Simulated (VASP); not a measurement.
A run of VASP 6.6.1:

The input INCAR:

```
PREC = Accurate
ENCUT = 520
EDIFF = 1E-6
ISMEAR = -1
SIGMA = 0.1
LREAL = False
LASPH = True
NELM = 60
ALGO = Normal
ISIF = 2
LWAVE = False
LCHARG = False
GGA = B5
ALDAX = 1.0
AGGAX = 1.0
AGGAC = 1.0
ALDAC = 0.0
NBANDS = 36
```

File KPOINTS:

```
regular mesh
0
Gamma
  12 12 3
```

Contents of POSCAR:

```
Sn
1.0
    3.5543566775      0.0000000000      0.0000000000
   -1.7771783387      3.0781631768      0.0000000000
    0.0000000000      0.0000000000     11.7035118131
Sn
4
Direct
    0.0000000000      0.0000000000      1.0000000000
    0.0000000000      0.0000000000      0.5000000000
    0.3333333333      0.6666666667      0.2500000000
    0.6666666667      0.3333333333      0.7500000000
```

Potentials or basis: VASP PAW PBE potentials, release 64 (Sn_d).

The run is started by

```console
$ cat potpaw_PBE.64/Sn_d/POTCAR > POTCAR
$ mpirun -np 1 vasp_std > vasp.out
```

Hardware: 1 thread of Intel(R) Xeon(R) 6975P-C (Granite Rapids), with other jobs on the host.

How long does it take, and how much memory?

Wall time 73 s on 1 thread of Intel(R) Xeon(R) 6975P-C (Granite Rapids), with other jobs on the host, peak memory 0.3 GiB. Counts: scf iterations 12, k points 38.
